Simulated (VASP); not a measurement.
Runs of VASP 6.6.1 on Hg. The structure is that of space group Fm-3m (No. 225), or close to it. The cells are those of the table. 

| task | cell | k mesh | cutoff (eV) | smearing | gap on the mesh (eV) | pressure (GPa) | relaxed volume (Å³/atom) |
| --- | --- | --- | --- | --- | --- | --- | --- |
| single point | a = 3.277 Å, angles 60.0°, 1 atom | 12 × 12 × 12 | 520 | gaussian 0.15 eV | none | 0.3 | - |
| single point | a = 3.277 Å, angles 60.0°, 1 atom | 16 × 16 × 16 | 520 | gaussian 0.1 eV | none | 0.3 | - |
| relaxation of cell and atoms | relaxed from a = 3.277 Å, angles 60.0°, 1 atom | 16 × 16 × 16 | 600 | gaussian 0.1 eV | none | 0.0 | 25.30 |
| single point | a = 3.383 Å, angles 60.0°, 1 atom | 6 × 6 × 6 | 520 | gaussian 0.1 eV | none | (a) | - |
| relaxation of cell and atoms | relaxed from a = 3.383 Å, angles 60.0°, 1 atom | 16 × 16 × 16 | 600 | gaussian 0.1 eV | none | 0.0 | 25.39 |

Alike in all rows: level PBE+D3(BJ); potentials or basis VASP PAW PBE potentials, release 64 (Hg); no spin polarisation.

Fill in the values left out.

(a) -0.7.

Caveats: some runs use coarse meshes; spin-orbit coupling is left out, which moves the levels of the heavy elements.

A k mesh can miss the band edges, and the runs leave out spin-orbit coupling on Hg.

A gap of «none» marks levels without a gap at the run's occupations.
